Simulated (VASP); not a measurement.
# PbSe (gw) (Fm-3m) in VASP: a series of runs

The runs below take PbSe (gw) through single point, with PBE.

Program: VASP 6.6.1. These are calculated values, not measurements. Logs are shortened: lines on timing, memory, paths and dates and some standing lists are left out, and cuts for length are marked.

**1. The cell of the first run**

The structure is cubic, space group Fm-3m (No. 225). The conventional cell has a = 6.218 Å, b = 6.218 Å, c = 6.218 Å, α = 90.00°, β = 90.00°, γ = 90.00°. Pb (site symmetry m-3m) has 6 Se at 3.11 Å within 4.1 Å. Within 4.1 Å of Se (site symmetry m-3m) lie 6 Pb at 3.11 Å.

**2. Single point, PBE**

INCAR

```
SYSTEM = PbSe
ALGO = Normal
EDIFF = 1E-6
ENCUT = 500
GGA = PE
GGA_COMPAT = .False.
ISIF = 2
ISMEAR = 0
LASPH = .True.
LCHARG = .False.
LREAL = .False.
LWAVE = .False.
NBANDS = 17
NELM = 120
PREC = Accurate
SIGMA = 0.01
```

KPOINTS

```
k-points
0
Gamma
  4 4 4
  0 0 0
```

POSCAR

```
PbSe
1.0
    0.0000000000      3.1089437882      3.1089437882
    3.1089437882      0.0000000000      3.1089437882
    3.1089437882      3.1089437882      0.0000000000
Pb Se
1 1
Direct
    0.0000000000      0.0000000000      0.0000000000
    0.5000000000      0.5000000000      0.5000000000
```

Potentials or basis: VASP PAW PBE potentials, release 64 (Pb_d, Se).

Started as:

```
> cat potpaw_PBE.64/Pb_d/POTCAR potpaw_PBE.64/Se/POTCAR > POTCAR
> mpirun -np 1 vasp_std > vasp.out
```

OUTCAR:

```text
SYSTEM = PbSe
   EDIFF = 1E-6
   ENCUT = 500
   GGA = PE
   ISIF = 2
   ISMEAR = 0
   LASPH = .True.
   LREAL = .False.
   NELM = 120
   PREC = Accurate

 ion  position               nearest neighbor table
   1  0.000  0.000  0.000-   2 3.11   2 3.11   2 3.11   2 3.11   2 3.11   2 3.11
   2  0.500  0.500  0.500-   1 3.11   1 3.11   1 3.11   1 3.11   1 3.11   1 3.11

  LATTYP: Found a face centered cubic cell.
 ALAT       =     6.2178875764

  Lattice vectors:

 A1 = (   0.0000000000,   3.1089437882,   3.1089437882)
 A2 = (   3.1089437882,   0.0000000000,   3.1089437882)
 A3 = (   3.1089437882,   3.1089437882,   0.0000000000)

Analysis of symmetry for initial positions (statically):
=====================================================================
 Subroutine PRICEL returns:
 Original cell was already a primitive cell.

 Routine SETGRP: Setting up the symmetry group for a
 face centered cubic supercell.

 Subroutine GETGRP returns: Found 48 space group operations
[... 9 lines left out ...]

 Routine SETGRP: Setting up the symmetry group for a
 face centered cubic supercell.

 Subroutine GETGRP returns: Found 48 space group operations
[... 11 lines left out ...]
                                     Primitive cell

  volume of cell :      60.0992

  direct lattice vectors                    reciprocal lattice vectors
     0.000000000  3.108943788  3.108943788    -0.160826324  0.160826324  0.160826324
     3.108943788  0.000000000  3.108943788     0.160826324 -0.160826324  0.160826324
     3.108943788  3.108943788  0.000000000     0.160826324  0.160826324 -0.160826324

  length of vectors
     4.396710470  4.396710470  4.396710470     0.278559364  0.278559364  0.278559364

  position of ions in fractional coordinates (direct lattice)
     0.000000000  0.000000000  0.000000000
     0.500000000  0.500000000  0.500000000

  ion indices of the primitive-cell ions
   primitive index   ion index
                 1           1
                 2           2

----------------------------------------------------------------------------------------

 KPOINTS: k-points

Automatic generation of k-mesh.
 Grid dimensions read from file:
 generate k-points for:    4    4    4

 Generating k-lattice:

  Cartesian coordinates                     Fractional coordinates (reciprocal lattice)
    -0.040206581  0.040206581  0.040206581     0.250000000  0.000000000  0.000000000
     0.040206581 -0.040206581  0.040206581     0.000000000  0.250000000  0.000000000
     0.040206581  0.040206581 -0.040206581     0.000000000  0.000000000  0.250000000

  Length of vectors
     0.069639841  0.069639841  0.069639841

  Shift w.r.t. Gamma in fractional coordinates (k-lattice)
     0.000000000  0.000000000  0.000000000

 Subroutine IBZKPT returns following result:
 ===========================================

 Found      8 irreducible k-points:

 Following reciprocal coordinates:
            Coordinates               Weight
  0.000000  0.000000  0.000000      1.000000
  0.250000  0.000000  0.000000      8.000000
  0.500000  0.000000  0.000000      4.000000
  0.250000  0.250000  0.000000      6.000000
  0.500000  0.250000  0.000000     24.000000
 -0.250000  0.250000  0.000000     12.000000
  0.500000  0.500000  0.000000      3.000000
 -0.250000  0.500000  0.250000      6.000000
   k-points           NKPTS =      8   k-points in BZ     NKDIM =      8   number of bands    NBANDS=     17
   number of dos      NEDOS =    301   number of ions     NIONS =      2
   total plane-waves  NPLWV =  32768
   dimension x,y,z NGX =    32 NGY =   32 NGZ =   32
   dimension x,y,z NGXF=    64 NGYF=   64 NGZF=   64
   ions per type =               1   1
   NGX,Y,Z   is equivalent  to a cutoff of  12.10, 12.10, 12.10 a.u.
   NGXF,Y,Z  is equivalent  to a cutoff of  24.20, 24.20, 24.20 a.u.
 SYSTEM =  PbSe
   PREC   = accura    normal or accurate (medium, high low for compatibility)
   ISTART =      0    job   : 0-new  1-cont  2-samecut
   ICHARG =      2    charge: 1-file 2-atom 10-const
   ISPIN  =      1    spin polarized calculation?
   LNONCOLLINEAR =      F non collinear calculations
   LSORBIT =      F    spin-orbit coupling
   LASPH  =      T    aspherical Exc in radial PAW
   ENCUT  =  500.0 eV  36.75 Ry    6.06 a.u.   8.02  8.02  8.02*2*pi/ulx,y,z
   NELM   =    120;   NELMIN=  2; NELMDL= -5     # of ELM steps
   EDIFF  = 0.1E-05   stopping-criterion for ELM
   LREAL  =      F    real-space projection
   EDIFFG = 0.1E-04   stopping-criterion for IOM
   NSW    =      0    number of steps for IOM
   IBRION =     -1    ionic relax: 0-MD 1-quasi-New 2-CG
   NFREE  =      0    steps in history (QN), initial steepest desc. (CG)
   ISIF   =      2    stress and relaxation
   ISYM   =      2    0-nonsym 1-usesym 2-fastsym
   POTIM  = 0.5000    time-step for ionic-motion
   TEBEG  =    0.0;   TEEND  =   0.0 temperature during run
   PSTRESS=    0.0 pullay stress
   NELECT =      20.0000    total number of electrons
   NUPDOWN=      -1.0000    fix difference up-down
   EMIN   =  10.00;   EMAX   =-10.00  energy-range for DOS
   EFERMI =   0.00;   METHOD = LEGACY
   ISMEAR =     0;   SIGMA  =   0.01  broadening in eV -4-tet -1-fermi 0-gaus
   EFERMI_NEDOS =   21; number of points for ismear=-14 and -15
   IALGO  =     38    algorithm
   IMIX   =      4    mixing-type and parameters
     AMIX     =   0.40;   BMIX     =  1.00
     AMIX_MAG =   1.60;   BMIX_MAG =  1.00
  volume/ion in A,a.u.               =      30.05       202.78
  Fermi-wavevector in a.u.,A,eV,Ry     =   1.134476  2.143849 17.511184  1.287036
  Thomas-Fermi vector in A             =   2.271180
   LORBIT       =      0    0 simple, 1 ext, 2 COOP (PROOUT), +10 PAW based schemes
   GGA     = PE    functional components
   LHFCALC =     F    Hartree Fock is set to
   AEXX    =    0.0000 exact exchange contribution
   IVDW    =     0    specifies the selected vdW correction
   LEPSILON=     F    determine dielectric tensor
   LRPA    =     F    only Hartree local field effects (RPA)
 non-spin polarized calculation
 Gauss-broadening in eV      SIGMA  =   0.01
  energy-cutoff  :      500.00
  volume of cell :       60.10
 maximum number of plane-waves:      1540
   NGX = 17   NGY = 17   NGZ = 17

 number of electron      19.9999995 magnetization

 Free energy of the ion-electron system (eV)
  ---------------------------------------------------
  ext. energy  EPLUGINS =         0.00000000
  ---------------------------------------------------
  free energy    TOTEN  =        -8.18905104 eV

  energy without entropy =       -8.18905104  energy(sigma->0) =       -8.18905104

 E-fermi :   4.5523     XC(G=0):  -9.3180

 val. band max:        4.4635639553   @ k =   0.5000   0.0000   0.0000
 cond. band min:       4.9015869173   @ k =   0.5000   0.0000   0.0000
 fundamental gap:      0.4380229620
 Fermi energy:         4.5522779732

 k-point     1 :       0.0000    0.0000    0.0000
  band No.  band energies     occupation
      1     -12.2696      2.00000
      2     -12.2696      2.00000
      3     -12.2696      2.00000
      4     -12.2637      2.00000
      5     -12.2637      2.00000
      6      -8.7095      2.00000
      7      -1.8794      2.00000
      8       2.8294      2.00000
      9       2.8294      2.00000
     10       2.8294      2.00000
     11       9.1047      0.00000
     12       9.1047      0.00000
     13       9.1047      0.00000
     14      11.1149      0.00000
     15      11.1149      0.00000
     16      11.1149      0.00000
     17      12.6096      0.00000

 k-point     2 :       0.2500    0.0000    0.0000
  band No.  band energies     occupation
      1     -12.2747      2.00000
      2     -12.2747      2.00000
      3     -12.2679      2.00000
      4     -12.2548      2.00000
      5     -12.2548      2.00000
      6      -8.3054      2.00000
      7      -2.9663      2.00000
      8       2.9778      2.00000
      9       2.9778      2.00000
     10       3.5327      2.00000
     11       6.6722      0.00000
     12       7.4384      0.00000
     13       7.4384      0.00000
     14      11.0956      0.00000
     15      12.2809      0.00000
     16      12.2809      0.00000
     17      15.4724      0.00000

 k-point     3 :       0.5000    0.0000    0.0000
  band No.  band energies     occupation
      1     -12.2842      2.00000
      2     -12.2842      2.00000
      3     -12.2665      2.00000
      4     -12.2413      2.00000
      5     -12.2413      2.00000
      6      -7.7515      2.00000
      7      -4.0514      2.00000
      8       3.2055      2.00000
      9       3.2055      2.00000
     10       4.4636      2.00000
     11       4.9016      0.00000
     12       6.2919      0.00000
     13       6.2919      0.00000
     14      12.9856      0.00000
     15      14.5619      0.00000
     16      14.6796      0.00000
     17      14.6796      0.00000

 k-point     4 :       0.2500    0.2500    0.0000
  band No.  band energies     occupation
      1     -12.3007      2.00000
      2     -12.2769      2.00000
      3     -12.2559      2.00000
      4     -12.2517      2.00000
      5     -12.2517      2.00000
      6      -8.1616      2.00000
      7      -2.8042      2.00000
      8       2.1467      2.00000
      9       2.1467      2.00000
     10       3.0167      2.00000
     11       6.8788      0.00000
     12       9.1692      0.00000
     13       9.1692      0.00000
     14       9.2179      0.00000
     15      13.7882      0.00000
     16      14.0502      0.00000
     17      14.0505      0.00000

 k-point     5 :       0.5000    0.2500    0.0000
  band No.  band energies     occupation
      1     -12.3204      2.00000
      2     -12.2699      2.00000
      3     -12.2649      2.00000
      4     -12.2459      2.00000
      5     -12.2383      2.00000
      6      -7.6093      2.00000
      7      -3.5198      2.00000
      8       1.1936      2.00000
      9       2.1860      2.00000
     10       2.5165      2.00000
     11       7.4086      0.00000
     12       8.1444      0.00000
     13       8.8317      0.00000
     14      10.4774      0.00000
     15      14.5396      0.00000
     16      15.2163      0.00000
     17      15.7450      0.00000

 k-point     6 :      -0.2500    0.2500    0.0000
  band No.  band energies     occupation
      1     -12.2940      2.00000
      2     -12.2749      2.00000
      3     -12.2604      2.00000
      4     -12.2508      2.00000
      5     -12.2504      2.00000
      6      -7.7965      2.00000
      7      -3.5543      2.00000
      8       1.2897      2.00000
      9       3.0771      2.00000
     10       3.7986      2.00000
     11       5.9139      0.00000
     12       6.7267      0.00000
     13       8.9238      0.00000
     14      12.4483      0.00000
     15      12.6667      0.00000
     16      13.9406      0.00000
     17      14.7737      0.00000

 k-point     7 :       0.5000    0.5000    0.0000
  band No.  band energies     occupation
      1     -12.3621      2.00000
      2     -12.2843      2.00000
      3     -12.2480      2.00000
      4     -12.2327      2.00000
      5     -12.2327      2.00000
      6      -7.4474      2.00000
      7      -2.8114      2.00000
      8      -0.0999      2.00000
      9       1.5530      2.00000
     10       1.5530      2.00000
     11       8.3864      0.00000
     12       9.9310      0.00000
     13       9.9310      0.00000
     14      10.3445      0.00000
     15      15.6901      0.00000
     16      15.7974      0.00000
     17      17.0926      0.00000

 k-point     8 :      -0.2500    0.5000    0.2500
  band No.  band energies     occupation
      1     -12.3339      2.00000
      2     -12.2635      2.00000
      3     -12.2592      2.00000
      4     -12.2592      2.00000
      5     -12.2327      2.00000
      6      -7.4173      2.00000
      7      -3.3559      2.00000
      8       0.6136      2.00000
      9       0.6136      2.00000
     10       3.7935      2.00000
     11       6.4237      0.00000
     12       9.4108      0.00000
     13       9.4108      0.00000
     14      12.1420      0.00000
     15      12.1420      0.00000
     16      16.0952      0.00000
     17      17.0093      0.00000

------------------------ aborting loop because EDIFF is reached ----------------------------------------

  FORCE on cell =-STRESS in cart. coord.  units (eV):
  Direction    XX          YY          ZZ          XY          YZ          ZX
  --------------------------------------------------------------------------------------
  -------------------------------------------------------------------------------------
  Total       -0.0056246     -0.0056246     -0.0056246     -0.0000000      0.0000000      0.0000000
  in kB       -0.1499452     -0.1499452     -0.1499452     -0.0000000      0.0000000      0.0000000
  external PRESSURE =      -0.1499452 kB  Pullay stress =       0.0000000 kB

 VOLUME and BASIS-vectors are now :
 -----------------------------------------------------------------------------
  energy-cutoff  :      500.00
  volume of cell :       60.10
      direct lattice vectors                 reciprocal lattice vectors
     0.000000000  3.108943788  3.108943788    -0.160826324  0.160826324  0.160826324
     3.108943788  0.000000000  3.108943788     0.160826324 -0.160826324  0.160826324
     3.108943788  3.108943788  0.000000000     0.160826324  0.160826324 -0.160826324

 POSITION                                       TOTAL-FORCE (eV/Angst)
 -----------------------------------------------------------------------------------
      0.00000      0.00000      0.00000         0.000000      0.000000     -0.000000
      3.10894      3.10894      3.10894        -0.000000     -0.000000      0.000000
 -----------------------------------------------------------------------------------
    total drift:                                0.000000     -0.000000     -0.000000

  FREE ENERGIE OF THE ION-ELECTRON SYSTEM (eV)
  ---------------------------------------------------
  free  energy   TOTEN  =        -8.1890510443 eV

  energy  without entropy=       -8.1890510443  energy(sigma->0) =       -8.18905104
```

Wall time 8 s (1 thread of Intel Xeon 6975P-C, shared host); peak memory 0.17 GiB.

Results:

- Free energy: -8.1891 eV
- Pressure: 0.0 GPa
- Band gap on the k mesh: 0.44 eV, direct

Levels at points of the mesh, in eV from the valence-band top:
| k point | band 7 | band 8 | band 9 | band 10 | band 11 | band 12 | band 13 | band 14 |
| --- | --- | --- | --- | --- | --- | --- | --- | --- |
| (0.00, 0.00, 0.00) | -6.34 | -1.63 | -1.63 | -1.63 | 4.64 | 4.64 | 4.64 | 6.65 |
| (0.50, 0.00, 0.00) | -8.52 | -1.26 | -1.26 | 0.00 | 0.44 | 1.83 | 1.83 | 8.52 |
| (0.50, 0.50, 0.00) | -7.27 | -4.56 | -2.91 | -2.91 | 3.92 | 5.47 | 5.47 | 5.88 |

Caveat: the k points lie up to 0.44 Å⁻¹ apart; spin-orbit coupling is left out, which moves the levels of the heavy elements. A k mesh can miss the band edges.

**3. Single point, PBE**

INCAR

```
ALGO     = Normal         # electronic algorithm
EDIFF    = 1E-6           # SCF threshold, eV
ENCUT    = 500            # plane-wave cutoff, eV
GGA      = PE             # functional
GGA_COMPAT= False        
ISIF     = 2              # what is computed and relaxed
ISMEAR   = 0              # smearing method
LASPH    = True           # aspherical terms in the spheres
LCHARG   = True           # write CHGCAR
LELF     = True           # ELF
LREAL    = False          # projectors in reciprocal space
LVHAR    = True         
LWAVE    = False          # write WAVECAR
NBANDS   = 17             # bands
NELM     = 120            # most SCF steps
PREC     = Accurate       # precision mode
SIGMA    = 0.01           # smearing width, eV
```

KPOINTS

```
k-points
0
Gamma
  4 4 4
```

POSCAR is that of step 2.

Potentials or basis: VASP PAW PBE potentials, release 64 (Pb_d, Se).

Started as:

```
> cat potpaw_PBE.64/Pb_d/POTCAR potpaw_PBE.64/Se/POTCAR > POTCAR
> mpirun -np 1 vasp_std > vasp.out
```

Run time: 9.2 s. Hardware: 1 thread of Intel Xeon 6975P-C, shared host; peak memory 0.17 GiB.

It converged, with:

```yaml
Free_energy: -8.1891 eV
Pressure: 0.0 GPa
Band_gap_on_the_k_mesh: 0.44 eV, direct
```

Levels at points of the mesh, in eV from the valence-band top:
```tsv
k point	band 7	band 8	band 9	band 10	band 11	band 12	band 13	band 14
(0.00, 0.00, 0.00)	-6.34	-1.63	-1.63	-1.63	4.64	4.64	4.64	6.65
(0.50, 0.00, 0.00)	-8.52	-1.26	-1.26	0.00	0.44	1.83	1.83	8.52
(0.50, 0.50, 0.00)	-7.27	-4.56	-2.91	-2.91	3.92	5.47	5.47	5.88
```

Caveat: the k points lie up to 0.44 Å⁻¹ apart; spin-orbit coupling is left out, which moves the levels of the heavy elements. A k mesh can miss the band edges.
